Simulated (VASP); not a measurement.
The system is Sn2PW3.

```
Sn P W
1.0
     2.56595    1.48145    6.44260
    -2.56595    1.48145    6.44260
     0.00000   -2.96290    6.44260
Sn P W
2 1 3
Direct
  0.70139 0.70139 0.70139
  0.29861 0.29861 0.29861
  0.50000 0.50000 0.50000
  0.00000 0.00000 0.50000
  0.50000 0.00000 0.00000
  0.00000 0.50000 0.00000
```

The cell was generated, and may not be a known phase.

* Program: VASP 6.6.1
* Task: relaxation of cell and atoms
* Functional: PBE
* Potentials or basis: VASP PAW PBE potentials, release 64 (Sn_d, P, W_sv)
* Cutoff: 600 eV
* k mesh: 6 × 6 × 6
* Occupations: gaussian, width 0.1 eV
* Spin: no spin polarisation

At the start: pressure 1.5 GPa; volume 24.49 Å³/atom.

Q: How do energy, volume and symmetry change on relaxing?

A: Over 11 steps the energy falls by 3.2 meV/atom and the volume is 24.91 Å³/atom (+1.7 %); space group R-3m (No. 166, to 0.1 Å) before and after.

The path:
| step | energy change (eV) | largest force (eV/Å) | pressure (GPa) | volume (Å³) |
| --- | --- | --- | --- | --- |
| 1 | 0.0000 | 0.1278 | 1.49 | 146.94 |
| 2 | 0.0289 | 0.2137 | -3.02 | 151.83 |
| 3 | -0.0139 | 0.1594 | -0.24 | 148.69 |
| 4 | -0.0162 | 0.0737 | 0.01 | 148.26 |
| 5 | -0.0162 | 0.0592 | 0.06 | 148.20 |
| 6 | -0.0169 | 0.0522 | 0.11 | 148.31 |
| 7 | -0.0182 | 0.0312 | 0.24 | 148.63 |
| 8 | -0.0183 | 0.0120 | 0.53 | 149.29 |
| 9 | -0.0187 | 0.0081 | 0.40 | 148.98 |
| 10 | -0.0190 | 0.0083 | 0.34 | 149.11 |
| 11 | -0.0195 | 0.0097 | 0.17 | 149.48 |

Final structure:
```cif
data_structure
_symmetry_space_group_name_H-M 'P 1'
_symmetry_Int_Tables_number 1
_cell_length_a 7.1295
_cell_length_b 7.1295
_cell_length_c 7.1295
_cell_angle_alpha 42.452
_cell_angle_beta 42.452
_cell_angle_gamma 42.452
_cell_volume 149.48
loop_
_atom_site_label
_atom_site_type_symbol
_atom_site_fract_x
_atom_site_fract_y
_atom_site_fract_z
_atom_site_occupancy
Sn1 Sn 0.70357 0.70357 0.70357 1
Sn2 Sn 0.29643 0.29643 0.29643 1
P1 P 0.50000 0.50000 0.50000 1
W1 W 0.00000 0.00000 0.50000 1
W2 W 0.50000 0.00000 0.00000 1
W3 W 0.00000 0.50000 0.00000 1
```
